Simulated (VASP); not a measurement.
# HgTe (Coloradoite) (F-43m) in VASP: a series of runs

The runs below take HgTe (Coloradoite) through single point, with PBE exchange alone, LDA.

Program: VASP 6.6.1. These are calculated values, not measurements. Logs are shortened: lines on timing, memory, paths and dates and some standing lists are left out, and cuts for length are marked.

**1. The cell of the first run**

Symmetry: F-43m, No. 216, cubic system. Conventional cell: a = 6.342 Å, b = 6.342 Å, c = 6.342 Å, α = 90.00°, β = 90.00°, γ = 90.00°. Hg (site symmetry -43m) has 4 Te at 2.75 Å within 3.6 Å. Within 3.6 Å of Te (site symmetry -43m) lie 4 Hg at 2.75 Å.

**2. Single point, PBE exchange alone**

The input, INCAR:

```
SYSTEM = HgTe
  PREC = Accurate
  ENCUT = 520
  EDIFF = 1E-7
  ISMEAR = -1
  SIGMA = 0.05
  LREAL = .False.
  LASPH = .True.
  NELM = 60
  ALGO = Normal
  ISIF = 2
  LWAVE = .False.
  LCHARG = .False.
  GGA = PE
  ALDAC = 0.0
  AGGAC = 0.0
  NBANDS = 16
```

The input, KPOINTS:

```
Automatic mesh
0
Gamma
  7 7 7
  0 0 0
```

The input, POSCAR:

```
HgTe
1.0
    0.0000000000      3.1710554852      3.1710554852
    3.1710554852      0.0000000000      3.1710554852
    3.1710554852      3.1710554852      0.0000000000
Hg Te
1 1
Direct
    0.0000000000      0.0000000000      0.0000000000
    0.7500000000      0.7500000000      0.7500000000
```

Potentials or basis: VASP PAW PBE potentials, release 64 (Hg, Te).

Launch:

```bash
> cat potpaw_PBE.64/Hg/POTCAR potpaw_PBE.64/Te/POTCAR > POTCAR
> mpirun -np 1 vasp_std > vasp.out
```

OUTCAR:

```text
SYSTEM = HgTe
   PREC = Accurate
   ENCUT = 520
   EDIFF = 1E-7
   ISMEAR = -1
   LREAL = .False.
   LASPH = .True.
   NELM = 60
   ISIF = 2
   GGA = PE

 ion  position               nearest neighbor table
   1  0.000  0.000  0.000-   2 2.75   2 2.75   2 2.75   2 2.75
   2  0.750  0.750  0.750-   1 2.75   1 2.75   1 2.75   1 2.75

  LATTYP: Found a face centered cubic cell.
 ALAT       =     6.3421109704

  Lattice vectors:

 A1 = (   0.0000000000,   3.1710554852,   3.1710554852)
 A2 = (   3.1710554852,   0.0000000000,   3.1710554852)
 A3 = (   3.1710554852,   3.1710554852,   0.0000000000)

Analysis of symmetry for initial positions (statically):
=====================================================================
 Subroutine PRICEL returns:
 Original cell was already a primitive cell.

 Routine SETGRP: Setting up the symmetry group for a
 face centered cubic supercell.

 Subroutine GETGRP returns: Found 24 space group operations
 (whereof 24 operations were pure point group operations)
 out of a pool of 48 trial point group operations.

The static configuration has the point symmetry T_d .

Analysis of symmetry for dynamics (positions and initial velocities):
=====================================================================
 Subroutine PRICEL returns:
 Original cell was already a primitive cell.

 Routine SETGRP: Setting up the symmetry group for a
 face centered cubic supercell.

 Subroutine GETGRP returns: Found 24 space group operations
 (whereof 24 operations were pure point group operations)
 out of a pool of 48 trial point group operations.

The dynamic configuration has the point symmetry T_d .

 Subroutine INISYM returns: Found 24 space group operations
 (whereof 24 operations are pure point group operations),
 and found     1 'primitive' translations

----------------------------------------------------------------------------------------

                                     Primitive cell

  volume of cell :      63.7737

  direct lattice vectors                    reciprocal lattice vectors
     0.000000000  3.171055485  3.171055485    -0.157676207  0.157676207  0.157676207
     3.171055485  0.000000000  3.171055485     0.157676207 -0.157676207  0.157676207
     3.171055485  3.171055485  0.000000000     0.157676207  0.157676207 -0.157676207

  length of vectors
     4.484549674  4.484549674  4.484549674     0.273103201  0.273103201  0.273103201

  position of ions in fractional coordinates (direct lattice)
     0.000000000  0.000000000  0.000000000
     0.750000000  0.750000000  0.750000000

  ion indices of the primitive-cell ions
   primitive index   ion index
                 1           1
                 2           2

----------------------------------------------------------------------------------------

 KPOINTS: Automatic mesh

Automatic generation of k-mesh.
 Grid dimensions read from file:
 generate k-points for:    7    7    7

 Generating k-lattice:

  Cartesian coordinates                     Fractional coordinates (reciprocal lattice)
    -0.022525172  0.022525172  0.022525172     0.142857143  0.000000000  0.000000000
     0.022525172 -0.022525172  0.022525172     0.000000000  0.142857143  0.000000000
     0.022525172  0.022525172 -0.022525172     0.000000000  0.000000000  0.142857143

  Length of vectors
     0.039014743  0.039014743  0.039014743

  Shift w.r.t. Gamma in fractional coordinates (k-lattice)
     0.000000000  0.000000000  0.000000000

 Subroutine IBZKPT returns following result:
 ===========================================

 Found     20 irreducible k-points:

 Following reciprocal coordinates:
            Coordinates               Weight
  0.000000  0.000000  0.000000      1.000000
  0.142857  0.000000  0.000000      8.000000
  0.285714  0.000000  0.000000      8.000000
  0.428571  0.000000  0.000000      8.000000
  0.142857  0.142857  0.000000      6.000000
  0.285714  0.142857  0.000000     24.000000
[... 12 lines left out ...]
 -0.428571  0.428571  0.142857     24.000000
 -0.285714  0.428571  0.142857     24.000000
   k-points           NKPTS =     20   k-points in BZ     NKDIM =     20   number of bands    NBANDS=     16
   number of dos      NEDOS =    301   number of ions     NIONS =      2
   total plane-waves  NPLWV =  46656
   dimension x,y,z NGX =    36 NGY =   36 NGZ =   36
   dimension x,y,z NGXF=    72 NGYF=   72 NGZF=   72
   ions per type =               1   1
   NGX,Y,Z   is equivalent  to a cutoff of  13.35, 13.35, 13.35 a.u.
   NGXF,Y,Z  is equivalent  to a cutoff of  26.69, 26.69, 26.69 a.u.
 SYSTEM =  HgTe
   PREC   = accura    normal or accurate (medium, high low for compatibility)
   ISTART =      0    job   : 0-new  1-cont  2-samecut
   ICHARG =      2    charge: 1-file 2-atom 10-const
   ISPIN  =      1    spin polarized calculation?
   LNONCOLLINEAR =      F non collinear calculations
   LSORBIT =      F    spin-orbit coupling
   LASPH  =      T    aspherical Exc in radial PAW
   ENCUT  =  520.0 eV  38.22 Ry    6.18 a.u.   8.34  8.34  8.34*2*pi/ulx,y,z
   NELM   =     60;   NELMIN=  2; NELMDL= -5     # of ELM steps
   EDIFF  = 0.1E-06   stopping-criterion for ELM
   LREAL  =      F    real-space projection
   EDIFFG = 0.1E-05   stopping-criterion for IOM
   NSW    =      0    number of steps for IOM
   IBRION =     -1    ionic relax: 0-MD 1-quasi-New 2-CG
   NFREE  =      0    steps in history (QN), initial steepest desc. (CG)
   ISIF   =      2    stress and relaxation
   ISYM   =      2    0-nonsym 1-usesym 2-fastsym
   POTIM  = 0.5000    time-step for ionic-motion
   TEBEG  =    0.0;   TEEND  =   0.0 temperature during run
   PSTRESS=    0.0 pullay stress
   NELECT =      18.0000    total number of electrons
   NUPDOWN=      -1.0000    fix difference up-down
   EMIN   =  10.00;   EMAX   =-10.00  energy-range for DOS
   EFERMI =   0.00;   METHOD = LEGACY
   ISMEAR =    -1;   SIGMA  =   0.05  broadening in eV -4-tet -1-fermi 0-gaus
   EFERMI_NEDOS =   21; number of points for ismear=-14 and -15
   IALGO  =     38    algorithm
   IMIX   =      4    mixing-type and parameters
     AMIX     =   0.40;   BMIX     =  1.00
     AMIX_MAG =   1.60;   BMIX_MAG =  1.00
  volume/ion in A,a.u.               =      31.89       215.18
  Fermi-wavevector in a.u.,A,eV,Ry     =   1.073870  2.029321 15.690203  1.153197
  Thomas-Fermi vector in A             =   2.209682
   LORBIT       =      0    0 simple, 1 ext, 2 COOP (PROOUT), +10 PAW based schemes
   GGA     = PE    functional components
   LHFCALC =     F    Hartree Fock is set to
   AEXX    =    0.0000 exact exchange contribution
   IVDW    =     0    specifies the selected vdW correction
   LEPSILON=     F    determine dielectric tensor
   LRPA    =     F    only Hartree local field effects (RPA)
 non-spin polarized calculation
  energy-cutoff  :      520.00
  volume of cell :       63.77
 maximum number of plane-waves:      1759
 NGX is ok and might be reduce to    36
   NGX = 17   NGY = 17   NGZ = 17

 number of electron      17.9999998 magnetization

 Free energy of the ion-electron system (eV)
  ---------------------------------------------------
  ext. energy  EPLUGINS =         0.00000000
  ---------------------------------------------------
  free energy    TOTEN  =        -0.95726819 eV

  energy without entropy =       -0.95661937  energy(sigma->0) =       -0.95694378

 E-fermi :   5.2700     XC(G=0):  -7.4834

 val. band max:        5.2315276470   @ k =   0.0000   0.0000   0.0000
 cond. band min:       5.9293295404   @ k =   0.4286   0.0000   0.0000
 fundamental gap:      0.6978018934
 Fermi energy:         5.2700137634

 k-point     1 :       0.0000    0.0000    0.0000
  band No.  band energies     occupation
      1      -7.2069      2.00000
      2      -2.4286      2.00000
      3      -2.4286      2.00000
      4      -2.4286      2.00000
      5      -1.8234      2.00000
      6      -1.8234      2.00000
[... 8 lines left out ...]
     15      14.9288      0.00000
     16      14.9288      0.00000

 k-point     2 :       0.1429    0.0000    0.0000
  band No.  band energies     occupation
      1      -7.0951      2.00000
      2      -2.3971      2.00000
      3      -2.3971      2.00000
      4      -2.3933      2.00000
      5      -1.8266      2.00000
      6      -1.8266      2.00000
[... 8 lines left out ...]
     15      13.9410      0.00000
     16      13.9410      0.00000

 k-point     3 :       0.2857    0.0000    0.0000
  band No.  band energies     occupation
      1      -6.8273      2.00000
      2      -2.3335      2.00000
      3      -2.3335      2.00000
      4      -2.2045      2.00000
      5      -1.8223      2.00000
      6      -1.8223      2.00000
[... 8 lines left out ...]
     15      13.9182      0.00000
     16      13.9182      0.00000

 k-point     4 :       0.4286    0.0000    0.0000
  band No.  band energies     occupation
      1      -6.5945      2.00000
      2      -2.2931      2.00000
      3      -2.2931      2.00000
      4      -1.8028      2.00000
      5      -1.8028      2.00000
      6      -1.7048      2.00000
[... 8 lines left out ...]
     15      15.0064      0.00000
     16      15.0064      0.00000
[... 248 lines left out ...]
 k-point    18 :      -0.4286    0.2857    0.1429
  band No.  band energies     occupation
      1      -6.4487      2.00000
      2      -2.2352      2.00000
      3      -2.1955      2.00000
      4      -1.9176      2.00000
      5      -1.8116      2.00000
      6      -1.5153      2.00000
[... 8 lines left out ...]
     15      15.2715      0.00000
     16      15.9409      0.00000

 k-point    19 :      -0.4286    0.4286    0.1429
  band No.  band energies     occupation
      1      -6.3691      2.00000
      2      -2.2212      2.00000
      3      -2.1156      2.00000
      4      -1.9990      2.00000
      5      -1.7876      2.00000
      6      -1.3914      2.00000
[... 8 lines left out ...]
     15      16.1438      0.00000
     16      16.5499      0.00000

 k-point    20 :      -0.2857    0.4286    0.1429
  band No.  band energies     occupation
      1      -6.3491      2.00000
      2      -2.2011      2.00000
      3      -2.1270      2.00000
      4      -1.9050      2.00000
      5      -1.8443      2.00000
      6      -1.2105      2.00000
[... 8 lines left out ...]
     15      15.4811      0.00000
     16      17.3568      0.00000

------------------------ aborting loop because EDIFF is reached ----------------------------------------

  FORCE on cell =-STRESS in cart. coord.  units (eV):
  Direction    XX          YY          ZZ          XY          YZ          ZX
  --------------------------------------------------------------------------------------
  -------------------------------------------------------------------------------------
  Total        6.3312072      6.3312072      6.3312072      0.0000000      0.0000000     -0.0000000
  in kB      159.0580269    159.0580269    159.0580269      0.0000000      0.0000000     -0.0000000
  external PRESSURE =     159.0580269 kB  Pullay stress =       0.0000000 kB

 VOLUME and BASIS-vectors are now :
 -----------------------------------------------------------------------------
  energy-cutoff  :      520.00
  volume of cell :       63.77
      direct lattice vectors                 reciprocal lattice vectors
     0.000000000  3.171055485  3.171055485    -0.157676207  0.157676207  0.157676207
     3.171055485  0.000000000  3.171055485     0.157676207 -0.157676207  0.157676207
     3.171055485  3.171055485  0.000000000     0.157676207  0.157676207 -0.157676207

 POSITION                                       TOTAL-FORCE (eV/Angst)
 -----------------------------------------------------------------------------------
      0.00000      0.00000      0.00000         0.000000     -0.000000      0.000000
      4.75658      4.75658      4.75658        -0.000000      0.000000     -0.000000
 -----------------------------------------------------------------------------------
    total drift:                               -0.000000     -0.000000     -0.000000

  FREE ENERGIE OF THE ION-ELECTRON SYSTEM (eV)
  ---------------------------------------------------
  free  energy   TOTEN  =        -0.9572681855 eV

  energy  without entropy=       -0.9566193677  energy(sigma->0) =       -0.95694378
```

Run time: 16 s. Hardware: 1 thread of Intel Xeon 6975P-C (Granite Rapids), shared host; peak memory 0.21 GiB.

Results:

* Free energy: -0.9573 eV
* Pressure: 15.9 GPa
* Band gap on the k mesh: zero (filled and empty bands touch)

Caveat: spin-orbit coupling is left out, which moves the levels of the heavy elements.

**3. Single point, PBE exchange alone**

This run uses another cell than the first one, of 32.55 Å³/atom, 1.021 times its volume.

The input, INCAR:

```
AGGAC = 0.0 ; ALDAC = 0.0
ALGO = Normal ; EDIFF = 1E-7
ENCUT = 520 ; GGA = PE
ISIF = 2 ; ISMEAR = -1
LASPH = True ; LCHARG = False
LREAL = False ; LWAVE = False
NBANDS = 16 ; NELM = 100
PREC = Accurate ; SIGMA = 0.05
```

The input, KPOINTS:

```
k-points
0
Gamma
  7 7 7
```

The input, POSCAR:

```
HgTe
1.0
    0.0000000000      3.1929255244      3.1929255244
    3.1929255244      0.0000000000      3.1929255244
    3.1929255244      3.1929255244      0.0000000000
Hg Te
1 1
Direct
    0.0000000000      0.0000000000      0.0000000000
    0.7500000000      0.7500000000      0.7500000000
```

Potentials or basis: VASP PAW PBE potentials, release 64 (Hg, Te).

Launch:

```bash
> cat potpaw_PBE.64/Hg/POTCAR potpaw_PBE.64/Te/POTCAR > POTCAR
> mpirun -np 1 vasp_std > vasp.out
```

Run time: 17 s. Hardware: 1 thread of Intel Xeon 6975P-C (Granite Rapids), shared host; peak memory 0.21 GiB.

It converged, with:

- Free energy: -1.0824 eV
- Pressure: 14.2 GPa
- Band gap on the k mesh: zero (filled and empty bands touch)

Levels at points of the mesh, in eV from the Fermi level:
```
           k point  band 6  band 7  band 8  band 9  band 10  band 11  band 12  band 13
(0.00, 0.00, 0.00)   -6.99   -0.75   -0.04   -0.04    -0.04     4.12     4.12     4.12
```

Caveat: spin-orbit coupling is left out, which moves the levels of the heavy elements.

**4. Single point, LDA**

This run uses another cell than the first one, of 33.22 Å³/atom, 1.042 times its volume.

The input, INCAR:

```
PREC = Accurate ; ENCUT = 520
EDIFF = 1E-7 ; ISMEAR = -1
SIGMA = 0.05 ; LREAL = F
LASPH = T ; NELM = 60
ALGO = Normal ; ISIF = 2
LWAVE = F ; LCHARG = F
GGA = CA ; NBANDS = 16
```

The input, KPOINTS:

```
Automatic mesh
0
Gamma
  7 7 7
```

The input, POSCAR:

```
HgTe
1.0
    0.0000000000      3.2145000000      3.2145000000
    3.2145000000      0.0000000000      3.2145000000
    3.2145000000      3.2145000000      0.0000000000
Hg Te
1 1
Direct
    0.0000000000      0.0000000000      0.0000000000
    0.7500000000      0.7500000000      0.7500000000
```

Potentials or basis: VASP PAW LDA potentials, release 64 (Hg, Te).

Launch:

```bash
> cat potpaw_LDA.64/Hg/POTCAR potpaw_LDA.64/Te/POTCAR > POTCAR
> mpirun -np 1 vasp_std > vasp.out
```

Wall time 13 s (1 thread of Intel Xeon 6975P-C (Granite Rapids), shared host); peak memory 0.18 GiB.

The run converged. Its results:

```
Free energy            : -5.0321 eV
Pressure               : 0.4 GPa
Band gap on the k mesh : zero (filled and empty bands touch)
```

Levels at points of the mesh, in eV from the Fermi level:
```tsv
k point	band 7	band 8	band 9	band 10	band 11	band 12
(0.00, 0.00, 0.00)	-0.87	-0.04	-0.04	-0.04	4.09	4.09
```

Caveat: spin-orbit coupling is left out, which moves the levels of the heavy elements.

**5. Overview**

```csv
level,potentials or basis,cell,gap on the mesh (eV),pressure (GPa)
PBE exchange alone,"VASP PAW PBE potentials, release 64 (Hg, Te)","a = 4.485 Å, angles 60.0°, 2 atoms",none,15.9
PBE exchange alone,"VASP PAW PBE potentials, release 64 (Hg, Te)","a = 4.515 Å, angles 60.0°, 2 atoms",none,14.2
LDA,"VASP PAW LDA potentials, release 64 (Hg, Te)","a = 4.546 Å, angles 60.0°, 2 atoms",none,0.4
```

Alike in all rows: task single point; no spin polarisation; k mesh 7 × 7 × 7; cutoff (eV) 520; smearing fermi-dirac 0.05 eV.

Caveats: spin-orbit coupling is left out, which moves the levels of the heavy elements.

Total energies depend on the potentials used, so only differences within one code and one set of settings carry meaning.
